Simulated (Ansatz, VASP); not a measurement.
## Two plane-wave programs on Co

```
Co
1.0
     2.51225    0.00000    0.00000
    -1.25612    2.17567    0.00000
     0.00000    0.00000    4.05615
Co
2
Direct
  0.33333 0.66667 0.25000
  0.66667 0.33333 0.75000
```

Alike in both runs: functional revPBE; k mesh 14 × 14 × 8; occupations fermi-dirac, width 0.05 eV; collinear spin.

Ansatz relaxed the structure, and its values are those at the end. VASP's run is a single point on that final structure, the one shown.

|  | VASP | Ansatz |
| --- | --- | --- |
| version | VASP 6.6.1 | Ansatz 0.2.0 |
| potentials or method | VASP PAW PBE potentials, release 64 (Co), cutoff 520 eV | plane waves (420 eV) with PAW, scalar-relativistic |
| valence electrons in the cell | 18 | 34 |

```tsv
	VASP	Ansatz	Ansatz less VASP
pressure (GPa)	-0.6	0.0	+0.68
net moment per atom (μB)	1.62	1.64	+0.018
size of the moment on the site where the two differ most (μB)	1.65	1.72	+0.074
```

VASP's potentials were made for PBE, not for revPBE. Site moments also hang on the region over which each program counts them. The functional is the same, so the differences come from potentials, cutoffs and numerics. VASP's potentials hold 18 valence electrons a cell and Ansatz's 34, so a difference there can come from the potentials and not from the codes.
